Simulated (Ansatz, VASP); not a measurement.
## Cd: VASP beside Ansatz

```xyz
4
Lattice="3.2482 0.0000 0.0000 -1.6241 2.8130 0.0000 0.0000 0.0000 10.3783" Properties=species:S:1:pos:R:3 pbc="T T T"
Cd   -1.6241    2.8130    0.0000
Cd    0.0000    0.0000    5.1892
Cd    0.0000    1.8754    2.5946
Cd    1.6241    0.9377    7.7837
```

Alike in both runs: task single point; functional PBE; k mesh 15 × 15 × 4; occupations fermi-dirac, width 0.1 eV; no spin polarisation.

```csv
,VASP,Ansatz
version,VASP 6.6.1,Ansatz 0.2.0
potentials or method,"VASP PAW PBE potentials, release 64 (Cd), cutoff 520 eV","plane waves (420 eV) with PAW, scalar-relativistic"
valence electrons in the cell,48,80
```

```csv
,VASP,Ansatz,Ansatz less VASP
pressure (GPa),-1.2,-1.4,-0.20
"traceless stress, the component that is largest in VASP (GPa)",-0.15,-0.15,-0.005
```

VASP's potentials hold 48 valence electrons a cell and Ansatz's 80, so a difference there can come from the potentials and not from the codes.
